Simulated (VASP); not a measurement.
Input of a VASP 6.6.1 run:

File INCAR:

```
SYSTEM = CaSe
PREC = Accurate
ENCUT = 520
EDIFF = 1E-6
ISMEAR = 0
SIGMA = 0.05
LREAL = .FALSE.
LASPH = .TRUE.
NELM = 100
ALGO = Normal
ISIF = 2
LWAVE = .FALSE.
LCHARG = .TRUE.
GGA = PS
LELF = .TRUE.
LVHAR = .TRUE.
NBANDS = 15
```

Contents of KPOINTS:

```
Automatic mesh
0
G
  10 10 10
  0 0 0
```

The input POSCAR:

```
CaSe
1.0
    0.0000000000      2.5823038538      3.8734557806
    2.5823038538      0.0000000000      3.8734557806
    2.5823038538      2.5823038538      0.0000000000
Ca Se
1 1
Direct
    0.0000000000      0.0000000000      0.0000000000
    0.5000000000      0.5000000000      0.5000000000
```

Potentials or basis: VASP PAW PBE potentials, release 64 (Ca_sv, Se).

The run is started by

```console
$ cat potpaw_PBE.64/Ca_sv/POTCAR potpaw_PBE.64/Se/POTCAR > POTCAR
$ mpirun -np 1 vasp_std > vasp.out
```

(1) What does it give for the band gap on the k mesh?

(2) Estimate the pressure.

## Answers

(1) 1.20 eV.

(2) 15.8 GPa.

Caveat: the cell stands under pressure; the PAW data sets were made with another functional, which shifts forces and pressure a little.
